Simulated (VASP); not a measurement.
Runs of VASP 6.6.1 on CdSe. The structure is that of space group F-43m (No. 216), or close to it. The cells are those of the table. 

```tsv
task	level	potentials or basis	spin	cell	k mesh	cutoff (eV)	smearing	grid for exact exchange (PRECFOCK)	share of exact exchange	screening parameter	gap on the mesh (eV)	pressure (GPa)	relaxed volume (Å³/atom)
single point	LDA	VASP PAW LDA potentials, release 64 (Cd, Se)	off	a = 4.339 Å, angles 60.0°, 2 atoms	8 × 8 × 8	520	gaussian 0.01 eV	-	-	-	0.31	-2.8	-
single point	PBEsol	VASP PAW PBE potentials, release 64 (Cd, Se)	off	a = 4.301 Å, angles 60.0°, 2 atoms	6 × 6 × 6	520	fermi-dirac 0.02 eV	-	-	-	0.48	0.3	-
dielectric tensor	r2SCAN	VASP PAW PBE potentials, release 64 (Cd, Se)	off	a = 4.339 Å, angles 60.0°, 2 atoms	6 × 6 × 6	520	gaussian 0.01 eV	-	-	-	1.03	-	-
relaxation of cell and atoms	r2SCAN	VASP PAW PBE potentials, release 64 (Cd, Se)	off	relaxed from a = 4.382 Å, angles 60.0°, 2 atoms	6 × 6 × 6	600	fermi-dirac 0.02 eV	-	-	-	(b)	0.0	28.95
single point	PBE	VASP PAW PBE potentials, release 64 (Cd, Se)	non-collinear, zero start, SOC	a = 4.339 Å, angles 60.0°, 2 atoms	8 × 8 × 8	520	fermi-dirac 0.02 eV	-	-	-	-	1.7	-
relaxation of cell and atoms	LDA	VASP PAW LDA potentials, release 64 (Cd, Se)	off	relaxed from a = 4.382 Å, angles 60.0°, 2 atoms	6 × 6 × 6	600	fermi-dirac 0.02 eV	-	-	-	0.42	0.0	27.31
single point	r2SCAN	VASP PAW PBE potentials, release 64 (Cd, Se)	off	a = 4.339 Å, angles 60.0°, 2 atoms	8 × 8 × 8	520	gaussian 0.01 eV	-	-	-	1.03	0.2	-
single point	PBE	VASP PAW PBE potentials, release 64 (Cd, Se)	off	a = 4.339 Å, angles 60.0°, 2 atoms	8 × 8 × 8	520	fermi-dirac 0.02 eV	-	-	-	0.55	1.7	-
single point	HSE06	VASP PAW PBE potentials, release 64 (Cd, Se)	off	a = 4.349 Å, angles 60.0°, 2 atoms	4 × 4 × 4	520	fermi-dirac 0.02 eV	Normal	0.25	0.2079 1/Å	(a)	0.1	-
single point	LDA	VASP PAW LDA potentials, release 64 (Cd, Se)	off	a = 4.249 Å, angles 60.0°, 2 atoms	6 × 6 × 6	520	fermi-dirac 0.02 eV	-	-	-	0.43	0.5	-
single point	r2SCAN	VASP PAW PBE potentials, release 64 (Cd, Se)	off	a = 4.339 Å, angles 60.0°, 2 atoms	6 × 6 × 6	520	fermi-dirac 0.02 eV	-	-	-	1.03	0.2	-
```

**Question.** Estimate the missing entries.

**Answer.** (a) 1.48; (b) 1.02.

Caveats: some runs use coarse meshes; the PAW data sets were made with another functional, which shifts forces and pressure a little (at least some runs).

A k mesh can miss the band edges, and rows without SOC leave out spin-orbit coupling on Cd, Se.
